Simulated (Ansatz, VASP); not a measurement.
MgO: VASP beside Ansatz

File INCAR:

```
  PREC = Accurate
  ENCUT = 840
  EDIFF = 1E-6
  ISMEAR = 0
  SIGMA = 0.01
  LREAL = F
  LASPH = T
  NELM = 120
  ALGO = Normal
  ISIF = 2
  LWAVE = F
  LCHARG = T
  LELF = T
  LVHAR = T
  NBANDS = 15
  GGA_COMPAT = F
```

Contents of KPOINTS:

```
regular mesh
0
Gamma
  7 7 6
```

POSCAR

```
MgO
1.0
    2.8848314429      0.0000000000      0.0000000000
   -1.4424157215      2.4983373576      0.0000000000
    0.0000000000      0.0000000000      2.6311683109
Mg O
1 1
Direct
    0.0000000000      0.0000000000      0.0000000000
    0.3333333333      0.6666666667      0.5000000000
```

Input for Ansatz:

```yaml
crystal:
  lattice:
    - [2.884831442900508, 0.0, 0.0]
    - [-1.442415721450254, 2.4983373575796124, 0.0]
    - [0.0, 0.0, 2.6311683109412574]
  atoms:
    - { symbol: Mg, position: [0.0, 0.0, 0.0] }
    - { symbol: O, position: [0.3333333333333333, 0.6666666666666666, 0.5] }
accuracy: medium
basis:
  ecutwfc: 500.0
kpoints:
  mp_grid:
    grid: [7, 7, 6]
hamiltonian:
  xc: lda
scf:
  max_iter: 200
  convergence:
    dr2_threshold: 1.0e-06
  occupations:
    method: fixed
output:
  stress: true
```

Alike in both runs: task single point; functional LDA; k mesh 7 × 7 × 6; no spin polarisation.

|  | VASP | Ansatz |
| --- | --- | --- |
| version | VASP 6.6.1 | Ansatz 0.2.0 |
| potentials or method | VASP PAW LDA potentials, release 64 (Mg_sv, O), cutoff 840 eV | plane waves, PAW |
| occupations | gaussian, width 0.01 eV | fixed |
| valence electrons in the cell | 16 | 16 |

VASP gave:

- pressure (GPa): -1.5
- traceless stress, the component that is largest in VASP (GPa): 0.60

Question: What did Ansatz give for the same quantities?

Answer: Pressure (GPa): -1.9; traceless stress, the component that is largest in VASP (GPa): 0.45.

LDA's correlation is that of Perdew and Zunger in VASP and of Perdew and Wang (1992) in Ansatz. Ansatz's warnings: stress scf threshold loose.
